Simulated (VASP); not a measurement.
A run of VASP 6.6.1:

File INCAR:

```
SYSTEM = KBr
  PREC = Accurate
  ENCUT = 520
  EDIFF = 1E-6
  ISMEAR = 0
  SIGMA = 0.01
  LREAL = .FALSE.
  LASPH = .TRUE.
  NELM = 80
  ALGO = Normal
  ISIF = 2
  LWAVE = .FALSE.
  LCHARG = .TRUE.
  GGA = PE
  LELF = .TRUE.
  LVHAR = .TRUE.
  NBANDS = 15
```

Contents of KPOINTS:

```
Automatic mesh
0
G
  4 4 4
  0 0 0
```

POSCAR

```
KBr
1.0
    0.0000000000      3.6882992816      3.6882992816
    3.6882992816      0.0000000000      3.6882992816
    3.6882992816      3.6882992816      0.0000000000
K Br
1 1
Direct
    0.0000000000      0.0000000000      0.0000000000
    0.2500000000      0.2500000000      0.2500000000
```

Potentials or basis: VASP PAW PBE potentials, release 64 (K_sv, Br).

Command:

```bash
$ cat potpaw_PBE.64/K_sv/POTCAR potpaw_PBE.64/Br/POTCAR > POTCAR
$ mpirun -np 1 vasp_std > vasp.out
```

Hardware: 1 thread of AMD EPYC 7R43 64-Core Processor (Zen 3) (shared host).

**Question.** Estimate the wall time of this run.

**Answer.** Wall time 24 s on 1 thread of AMD EPYC 7R43 64-Core Processor (Zen 3), with other jobs on the host, peak memory 0.19 GiB. Counts: scf iterations 13, k points 8.
